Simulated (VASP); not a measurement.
# CaO (Fm-3m) in VASP: further runs

The runs below take CaO through single point, with revPBE, BLYP.

Program: VASP 6.6.1. These are calculated values, not measurements. Logs are shortened: lines on timing, memory, paths and dates and some standing lists are left out, and cuts for length are marked.

## 1. The cell of the first run

It takes space group Fm-3m (No. 225, cubic). Conventional cell: a = 4.807 Å, b = 4.807 Å, c = 4.807 Å, α = 90.00°, β = 90.00°, γ = 90.00°. Within 3.2 Å of Ca (site symmetry m-3m) lie 6 O at 2.40 Å. Within 3.2 Å of O (site symmetry m-3m) lie 6 Ca at 2.40 Å.

## 2. Single point, revPBE

INCAR reads:

```
SYSTEM = CaO
PREC = Accurate
ENCUT = 520
EDIFF = 1E-7
ISMEAR = -1
SIGMA = 0.05
LREAL = .False.
LASPH = .True.
NELM = 80
ALGO = Normal
ISIF = 2
LWAVE = .False.
LCHARG = .False.
GGA = RE
NBANDS = 15
```

KPOINTS reads:

```
Automatic mesh
0
Gamma
  10 10 10
  0 0 0
```

POSCAR reads:

```
CaO
1.0
    0.0000000000      2.4035556960      2.4035556960
    2.4035556960      0.0000000000      2.4035556960
    2.4035556960      2.4035556960      0.0000000000
Ca O
1 1
Direct
    0.0000000000      0.0000000000      0.0000000000
    0.5000000000      0.5000000000      0.5000000000
```

Potentials or basis: VASP PAW PBE potentials, release 64 (Ca_sv, O).

Started as:

```
> cat potpaw_PBE.64/Ca_sv/POTCAR potpaw_PBE.64/O/POTCAR > POTCAR
> mpirun -np 1 vasp_std > vasp.out
```

OUTCAR:

```text
SYSTEM = CaO
   PREC = Accurate
   ENCUT = 520
   EDIFF = 1E-7
   ISMEAR = -1
   LREAL = .False.
   LASPH = .True.
   NELM = 80
   ISIF = 2
   GGA = RE

 ion  position               nearest neighbor table
   1  0.000  0.000  0.000-   2 2.40   2 2.40   2 2.40   2 2.40   2 2.40   2 2.40
   2  0.500  0.500  0.500-   1 2.40   1 2.40   1 2.40   1 2.40   1 2.40   1 2.40

  LATTYP: Found a face centered cubic cell.
 ALAT       =     4.8071113920

  Lattice vectors:

 A1 = (   0.0000000000,   2.4035556960,   2.4035556960)
 A2 = (   2.4035556960,   0.0000000000,   2.4035556960)
 A3 = (   2.4035556960,   2.4035556960,   0.0000000000)

Analysis of symmetry for initial positions (statically):
=====================================================================
 Subroutine PRICEL returns:
 Original cell was already a primitive cell.

 Routine SETGRP: Setting up the symmetry group for a
 face centered cubic supercell.

 Subroutine GETGRP returns: Found 48 space group operations
 (whereof 48 operations were pure point group operations)
 out of a pool of 48 trial point group operations.

The static configuration has the point symmetry O_h .

Analysis of symmetry for dynamics (positions and initial velocities):
=====================================================================
 Subroutine PRICEL returns:
 Original cell was already a primitive cell.

 Routine SETGRP: Setting up the symmetry group for a
 face centered cubic supercell.

 Subroutine GETGRP returns: Found 48 space group operations
 (whereof 48 operations were pure point group operations)
 out of a pool of 48 trial point group operations.

The dynamic configuration has the point symmetry O_h .

 Subroutine INISYM returns: Found 48 space group operations
 (whereof 48 operations are pure point group operations),
 and found     1 'primitive' translations

----------------------------------------------------------------------------------------

                                     Primitive cell

  volume of cell :      27.7711

  direct lattice vectors                    reciprocal lattice vectors
     0.000000000  2.403555696  2.403555696    -0.208025136  0.208025136  0.208025136
     2.403555696  0.000000000  2.403555696     0.208025136 -0.208025136  0.208025136
     2.403555696  2.403555696  0.000000000     0.208025136  0.208025136 -0.208025136

  length of vectors
     3.399141063  3.399141063  3.399141063     0.360310104  0.360310104  0.360310104

  position of ions in fractional coordinates (direct lattice)
     0.000000000  0.000000000  0.000000000
     0.500000000  0.500000000  0.500000000

  ion indices of the primitive-cell ions
   primitive index   ion index
                 1           1
                 2           2

----------------------------------------------------------------------------------------

 KPOINTS: Automatic mesh

Automatic generation of k-mesh.
 Grid dimensions read from file:
 generate k-points for:   10   10   10

 Generating k-lattice:

  Cartesian coordinates                     Fractional coordinates (reciprocal lattice)
    -0.020802514  0.020802514  0.020802514     0.100000000  0.000000000  0.000000000
     0.020802514 -0.020802514  0.020802514     0.000000000  0.100000000  0.000000000
     0.020802514  0.020802514 -0.020802514     0.000000000  0.000000000  0.100000000

  Length of vectors
     0.036031010  0.036031010  0.036031010

  Shift w.r.t. Gamma in fractional coordinates (k-lattice)
     0.000000000  0.000000000  0.000000000

 Subroutine IBZKPT returns following result:
 ===========================================

 Found     47 irreducible k-points:

 Following reciprocal coordinates:
            Coordinates               Weight
  0.000000  0.000000  0.000000      1.000000
  0.100000  0.000000  0.000000      8.000000
  0.200000  0.000000  0.000000      8.000000
  0.300000  0.000000  0.000000      8.000000
  0.400000  0.000000  0.000000      8.000000
  0.500000  0.000000  0.000000      4.000000
[... 16 lines left out ...]
  0.300000  0.300000  0.000000      6.000000
  0.400000  0.300000  0.000000     24.000000
 [... further k-points ...]
   k-points           NKPTS =     47   k-points in BZ     NKDIM =     47   number of bands    NBANDS=     15
   number of dos      NEDOS =    301   number of ions     NIONS =      2
   total plane-waves  NPLWV =  21952
   dimension x,y,z NGX =    28 NGY =   28 NGZ =   28
   dimension x,y,z NGXF=    56 NGYF=   56 NGZF=   56
   ions per type =               1   1
   NGX,Y,Z   is equivalent  to a cutoff of  13.69, 13.69, 13.69 a.u.
   NGXF,Y,Z  is equivalent  to a cutoff of  27.39, 27.39, 27.39 a.u.
 SYSTEM =  CaO
   PREC   = accura    normal or accurate (medium, high low for compatibility)
   ISTART =      0    job   : 0-new  1-cont  2-samecut
   ICHARG =      2    charge: 1-file 2-atom 10-const
   ISPIN  =      1    spin polarized calculation?
   LNONCOLLINEAR =      F non collinear calculations
   LSORBIT =      F    spin-orbit coupling
   LASPH  =      T    aspherical Exc in radial PAW
   ENCUT  =  520.0 eV  38.22 Ry    6.18 a.u.   6.32  6.32  6.32*2*pi/ulx,y,z
   NELM   =     80;   NELMIN=  2; NELMDL= -5     # of ELM steps
   EDIFF  = 0.1E-06   stopping-criterion for ELM
   LREAL  =      F    real-space projection
   EDIFFG = 0.1E-05   stopping-criterion for IOM
   NSW    =      0    number of steps for IOM
   IBRION =     -1    ionic relax: 0-MD 1-quasi-New 2-CG
   NFREE  =      0    steps in history (QN), initial steepest desc. (CG)
   ISIF   =      2    stress and relaxation
   ISYM   =      2    0-nonsym 1-usesym 2-fastsym
   POTIM  = 0.5000    time-step for ionic-motion
   TEBEG  =    0.0;   TEEND  =   0.0 temperature during run
   PSTRESS=    0.0 pullay stress
   NELECT =      16.0000    total number of electrons
   NUPDOWN=      -1.0000    fix difference up-down
   EMIN   =  10.00;   EMAX   =-10.00  energy-range for DOS
   EFERMI =   0.00;   METHOD = LEGACY
   ISMEAR =    -1;   SIGMA  =   0.05  broadening in eV -4-tet -1-fermi 0-gaus
   EFERMI_NEDOS =   21; number of points for ismear=-14 and -15
   IALGO  =     38    algorithm
   IMIX   =      4    mixing-type and parameters
     AMIX     =   0.40;   BMIX     =  1.00
     AMIX_MAG =   1.60;   BMIX_MAG =  1.00
  volume/ion in A,a.u.               =      13.89        93.70
  Fermi-wavevector in a.u.,A,eV,Ry     =   1.362231  2.574243 25.247954  1.855672
  Thomas-Fermi vector in A             =   2.488738
   LORBIT       =      0    0 simple, 1 ext, 2 COOP (PROOUT), +10 PAW based schemes
   GGA     = RE    functional components
   LHFCALC =     F    Hartree Fock is set to
   AEXX    =    0.0000 exact exchange contribution
   IVDW    =     0    specifies the selected vdW correction
   LEPSILON=     F    determine dielectric tensor
   LRPA    =     F    only Hartree local field effects (RPA)
 non-spin polarized calculation
  energy-cutoff  :      520.00
  volume of cell :       27.77
 maximum number of plane-waves:       763
 NGX is ok and might be reduce to    28
   NGX = 13   NGY = 13   NGZ = 13

 number of electron      15.9999997 magnetization

 Free energy of the ion-electron system (eV)
  ---------------------------------------------------
  ext. energy  EPLUGINS =         0.00000000
  ---------------------------------------------------
  free energy    TOTEN  =       -12.16252926 eV

  energy without entropy =      -12.16252926  energy(sigma->0) =      -12.16252926

 E-fermi :   3.5704     XC(G=0): -10.2707

 val. band max:        2.4785372849   @ k =   0.0000   0.0000   0.0000
 cond. band min:       6.1968487605   @ k =   0.5000   0.5000   0.0000
 fundamental gap:      3.7183114756
 Fermi energy:         3.5703607164

 k-point     1 :       0.0000    0.0000    0.0000
  band No.  band energies     occupation
      1     -35.2766      2.00000
      2     -16.0005      2.00000
      3     -16.0005      2.00000
      4     -16.0005      2.00000
      5     -13.1220      2.00000
      6       2.4785      2.00000
      7       2.4785      2.00000
      8       2.4785      2.00000
      9       7.3018      0.00000
     10       8.7517      0.00000
     11       8.7517      0.00000
     12       8.7517      0.00000
     13      10.2169      0.00000
     14      10.2169      0.00000
     15      17.6916      0.00000

 k-point     2 :       0.1000    0.0000    0.0000
  band No.  band energies     occupation
      1     -35.2671      2.00000
      2     -16.1387      2.00000
      3     -16.0056      2.00000
      4     -16.0056      2.00000
      5     -12.9771      2.00000
      6       2.1250      2.00000
      7       2.3404      2.00000
      8       2.3404      2.00000
      9       7.7549      0.00000
     10       8.7216      0.00000
     11       8.9209      0.00000
     12       8.9209      0.00000
     13      10.4559      0.00000
     14      10.4559      0.00000
     15      18.0741      0.00000

 k-point     3 :       0.2000    0.0000    0.0000
  band No.  band energies     occupation
      1     -35.2421      2.00000
      2     -16.4531      2.00000
      3     -16.0189      2.00000
      4     -16.0189      2.00000
      5     -12.6442      2.00000
      6       1.3655      2.00000
      7       2.0088      2.00000
      8       2.0088      2.00000
      9       8.6584      0.00000
     10       8.8883      0.00000
     11       9.3877      0.00000
     12       9.3877      0.00000
     13      11.0752      0.00000
     14      11.0752      0.00000
     15      18.6028      0.00000
[... 343 lines left out ...]
 k-point    23 :       0.3000    0.3000    0.0000
  band No.  band energies     occupation
      1     -35.1906      2.00000
      2     -16.5722      2.00000
      3     -16.1467      2.00000
      4     -16.1467      2.00000
      5     -12.6095      2.00000
      6       0.7560      2.00000
      7       2.1400      2.00000
      8       2.1400      2.00000
      9       6.8942      0.00000
     10       9.6195      0.00000
     11      10.9322      0.00000
     12      11.0652      0.00000
     13      11.0652      0.00000
     14      12.9306      0.00000
     15      19.7972      0.00000

 k-point    24 :       0.4000    0.3000    0.0000
  band No.  band energies     occupation
      1     -35.1711      2.00000
      2     -16.6326      2.00000
      3     -16.1956      2.00000
      4     -16.1691      2.00000
      5     -12.6121      2.00000
      6       0.8175      2.00000
      7       1.9303      2.00000
      8       2.0281      2.00000
      9       6.8597      0.00000
     10      10.1801      0.00000
     11      11.2526      0.00000
     12      11.3513      0.00000
     13      11.4821      0.00000
     14      13.3400      0.00000
     15      18.1612      0.00000

 [... further k-points ...]
[... 5 lines left out ...]
  --------------------------------------------------------------------------------------
  -------------------------------------------------------------------------------------
  Total        0.8689168      0.8689168      0.8689168      0.0000000     -0.0000000     -0.0000000
  in kB       50.1298258     50.1298258     50.1298258      0.0000000     -0.0000000     -0.0000000
  external PRESSURE =      50.1298258 kB  Pullay stress =       0.0000000 kB

 VOLUME and BASIS-vectors are now :
 -----------------------------------------------------------------------------
  energy-cutoff  :      520.00
  volume of cell :       27.77
      direct lattice vectors                 reciprocal lattice vectors
     0.000000000  2.403555696  2.403555696    -0.208025136  0.208025136  0.208025136
     2.403555696  0.000000000  2.403555696     0.208025136 -0.208025136  0.208025136
     2.403555696  2.403555696  0.000000000     0.208025136  0.208025136 -0.208025136

 POSITION                                       TOTAL-FORCE (eV/Angst)
 -----------------------------------------------------------------------------------
      0.00000      0.00000      0.00000         0.000000      0.000000      0.000000
      2.40356      2.40356      2.40356        -0.000000     -0.000000     -0.000000
 -----------------------------------------------------------------------------------
    total drift:                                0.000000      0.000000      0.000000

  FREE ENERGIE OF THE ION-ELECTRON SYSTEM (eV)
  ---------------------------------------------------
  free  energy   TOTEN  =       -12.1625292570 eV

  energy  without entropy=      -12.1625292570  energy(sigma->0) =      -12.16252926
```

It took 56 s on 1 thread of Intel Xeon 8259CL, shared host; peak memory 0.17 GiB.

Results:

```yaml
Free_energy: -12.1625 eV
Pressure: 5.0 GPa
Band_gap_on_the_k_mesh: 3.72 eV (least direct gap 4.09 eV)
```

Caveat: the cell stands under pressure; the PAW data sets were made with another functional, which shifts forces and pressure a little. A k mesh can miss the band edges.

## 3. Single point, BLYP

This run uses another cell than the first one, of 13.61 Å³/atom.

INCAR reads:

```
SYSTEM = CaO
PREC = Accurate
ENCUT = 520
EDIFF = 1E-7
ISMEAR = -1
SIGMA = 0.05
LREAL = .FALSE.
LASPH = .TRUE.
NELM = 80
ALGO = Normal
ISIF = 2
LWAVE = .FALSE.
LCHARG = .TRUE.
GGA = B5
ALDAX = 1.0
AGGAX = 1.0
AGGAC = 1.0
ALDAC = 0.0
LELF = .TRUE.
LVHAR = .TRUE.
NBANDS = 15
```

KPOINTS reads:

```
Automatic mesh
0
G
  10 10 10
  0 0 0
```

POSCAR reads:

```
CaO
1.0
    0.0000000000      2.3874239637      2.3874239637
    2.3874239637      0.0000000000      2.3874239637
    2.3874239637      2.3874239637      0.0000000000
Ca O
1 1
Direct
    0.0000000000      0.0000000000      0.0000000000
    0.5000000000      0.5000000000      0.5000000000
```

Potentials or basis: VASP PAW PBE potentials, release 64 (Ca_sv, O).

Started as:

```
> cat potpaw_PBE.64/Ca_sv/POTCAR potpaw_PBE.64/O/POTCAR > POTCAR
> mpirun -np 1 vasp_std > vasp.out
```

Run time: 70 s. Hardware: 1 thread of Intel Xeon 8259CL, shared host; peak memory 0.17 GiB.

Results (log left out):

```
Free energy            : -12.2621 eV
Pressure               : 7.5 GPa
Band gap on the k mesh : 3.72 eV (least direct gap 4.09 eV)
```

Levels at points of the mesh, in eV from the valence-band top:
| k point | band 6 | band 7 | band 8 | band 9 | band 10 | band 11 |
| --- | --- | --- | --- | --- | --- | --- |
| (0.00, 0.00, 0.00) | 0.00 | 0.00 | 0.00 | 5.16 | 6.22 | 6.22 |
| (0.50, 0.00, 0.00) | -2.62 | -1.24 | -1.24 | 7.15 | 8.35 | 8.35 |
| (0.50, 0.50, 0.00) | -1.24 | -0.36 | -0.36 | 3.72 | 8.14 | 8.88 |

Caveat: the cell stands under pressure; the PAW data sets were made with another functional, which shifts forces and pressure a little. A k mesh can miss the band edges.

## 4. Single point, BLYP

INCAR reads:

```
PREC = Accurate
ENCUT = 520
EDIFF = 1E-7
ISMEAR = -1
SIGMA = 0.05
LREAL = F
LASPH = T
NELM = 60
ALGO = Normal
ISIF = 2
LWAVE = F
LCHARG = F
GGA = B5
ALDAX = 1.0
AGGAX = 1.0
AGGAC = 1.0
ALDAC = 0.0
NBANDS = 15
```

KPOINTS reads:

```
Automatic mesh
0
Gamma
  10 10 10
```

POSCAR reads:

```
CaO
1.0
    0.0000000000      2.4035556960      2.4035556960
    2.4035556960      0.0000000000      2.4035556960
    2.4035556960      2.4035556960      0.0000000000
Ca O
1 1
Direct
    0.0000000000      0.0000000000      0.0000000000
    0.5000000000      0.5000000000      0.5000000000
```

Started as:

```
> cat potpaw_PBE.64/Ca_sv/POTCAR potpaw_PBE.64/O/POTCAR > POTCAR
> mpirun -np 1 vasp_std > vasp.out
```

It took 61 s on 1 thread of Intel Xeon 8259CL, shared host; peak memory 0.17 GiB.

The run converged. Its results:

```
Free energy            : -12.2843 eV
Pressure               : 5.0 GPa
Band gap on the k mesh : 3.73 eV (least direct gap 4.10 eV)
```

Levels at points of the mesh, in eV from the valence-band top:
| k point | band 5 | band 6 | band 7 | band 8 | band 9 | band 10 | band 11 | band 12 |
| --- | --- | --- | --- | --- | --- | --- | --- | --- |
| (0.00, 0.00, 0.00) | -15.42 | 0.00 | 0.00 | 0.00 | 4.99 | 6.17 | 6.17 | 6.17 |
| (0.50, 0.00, 0.00) | -14.26 | -2.57 | -1.20 | -1.20 | 7.06 | 8.24 | 8.24 | 8.82 |
| (0.50, 0.50, 0.00) | -15.19 | -1.25 | -0.37 | -0.37 | 3.73 | 7.98 | 8.76 | 9.37 |

Caveat: the cell stands under pressure; the PAW data sets were made with another functional, which shifts forces and pressure a little. A k mesh can miss the band edges.

## 5. Single point, BLYP

This run uses another cell than the first one, of 14.16 Å³/atom.

INCAR reads:

```
SYSTEM = CaO
  AGGAC = 1.0
  AGGAX = 1.0
  ALDAC = 0.0
  ALDAX = 1.0
  ALGO = Normal
  EDIFF = 1E-6
  ENCUT = 520
  GGA = B5
  ISIF = 2
  ISMEAR = -1
  LASPH = .True.
  LCHARG = .False.
  LREAL = .False.
  LWAVE = .False.
  NBANDS = 15
  NELM = 60
  PREC = Accurate
  SIGMA = 0.05
```

KPOINTS reads:

```
k-points
0
Gamma
  10 10 10
  0 0 0
```

POSCAR reads:

```
CaO
1.0
    0.0000000000      2.4194737473      2.4194737473
    2.4194737473      0.0000000000      2.4194737473
    2.4194737473      2.4194737473      0.0000000000
Ca O
1 1
Direct
    0.0000000000      0.0000000000      0.0000000000
    0.5000000000      0.5000000000      0.5000000000
```

Started as:

```
> cat potpaw_PBE.64/Ca_sv/POTCAR potpaw_PBE.64/O/POTCAR > POTCAR
> mpirun -np 1 vasp_std > vasp.out
```

It took 58 s on 1 thread of Intel Xeon 8259CL, shared host; peak memory 0.17 GiB.

Results (log left out):

| Quantity | Value |
| --- | --- |
| Free energy | -12.2979 eV |
| Pressure | 2.6 GPa |
| Band gap on the k mesh | 3.73 eV (least direct gap 4.10 eV) |

Levels at points of the mesh, in eV from the valence-band top:
```
           k point  band 6  band 7  band 8  band 9  band 10  band 11
(0.00, 0.00, 0.00)    0.00    0.00    0.00    4.83     6.12     6.12
(0.50, 0.00, 0.00)   -2.52   -1.16   -1.16    6.96     8.13     8.13
(0.50, 0.50, 0.00)   -1.26   -0.37   -0.37    3.73     7.84     8.65
```

Caveat: the PAW data sets were made with another functional, which shifts forces and pressure a little. A k mesh can miss the band edges.

## 6. Single point, BLYP

This run uses another cell than the first one, of 14.44 Å³/atom.

INCAR reads:

```
AGGAC = 1.0
AGGAX = 1.0
ALDAC = 0.0
ALDAX = 1.0
ALGO = Normal
EDIFF = 1E-6
ENCUT = 520
GGA = B5
ISIF = 2
ISMEAR = -1
LASPH = T
LCHARG = F
LREAL = F
LWAVE = F
NBANDS = 15
NELM = 100
PREC = Accurate
SIGMA = 0.05
```

KPOINTS reads:

```
k-points
0
Gamma
  10 10 10
```

POSCAR reads:

```
CaO
1.0
    0.0000000000      2.4351850560      2.4351850560
    2.4351850560      0.0000000000      2.4351850560
    2.4351850560      2.4351850560      0.0000000000
Ca O
1 1
Direct
    0.0000000000      0.0000000000      0.0000000000
    0.5000000000      0.5000000000      0.5000000000
```

Potentials or basis: VASP PAW PBE potentials, release 64 (Ca_sv, O).

Started as:

```
> cat potpaw_PBE.64/Ca_sv/POTCAR potpaw_PBE.64/O/POTCAR > POTCAR
> mpirun -np 1 vasp_std > vasp.out
```

Wall time 60 s (1 thread of Intel Xeon 8259CL, shared host); peak memory 0.17 GiB.

It converged, with:

| Property | Result |
| --- | --- |
| Free energy | -12.3038 eV |
| Pressure | 0.5 GPa |
| Band gap on the k mesh | 3.73 eV (least direct gap 4.11 eV) |

Levels at points of the mesh, in eV from the valence-band top:
| k point | band 6 | band 7 | band 8 | band 9 | band 10 | band 11 |
| --- | --- | --- | --- | --- | --- | --- |
| (0.00, 0.00, 0.00) | 0.00 | 0.00 | 0.00 | 4.67 | 6.07 | 6.07 |
| (0.50, 0.00, 0.00) | -2.48 | -1.13 | -1.13 | 6.87 | 8.02 | 8.02 |
| (0.50, 0.50, 0.00) | -1.26 | -0.37 | -0.37 | 3.73 | 7.70 | 8.54 |

Caveat: the PAW data sets were made with another functional, which shifts forces and pressure a little. A k mesh can miss the band edges.

## 7. Summary

| level | cell | gap on the mesh (eV) | pressure (GPa) |
| --- | --- | --- | --- |
| revPBE | a = 3.399 Å, angles 60.0°, 2 atoms | 3.72 | 5.0 |
| BLYP | a = 3.376 Å, angles 60.0°, 2 atoms | 3.72 | 7.5 |
| BLYP | a = 3.399 Å, angles 60.0°, 2 atoms | 3.73 | 5.0 |
| BLYP | a = 3.422 Å, angles 60.0°, 2 atoms | 3.73 | 2.6 |
| BLYP | a = 3.444 Å, angles 60.0°, 2 atoms | 3.73 | 0.5 |

Alike in all rows: task single point; potentials or basis VASP PAW PBE potentials, release 64 (Ca_sv, O); no spin polarisation; k mesh 10 × 10 × 10; cutoff (eV) 520; smearing fermi-dirac 0.05 eV.

Caveats: the PAW data sets were made with another functional, which shifts forces and pressure a little; the cell stands under pressure (at least some runs).

Total energies depend on the potentials used, so only differences within one code and one set of settings carry meaning.
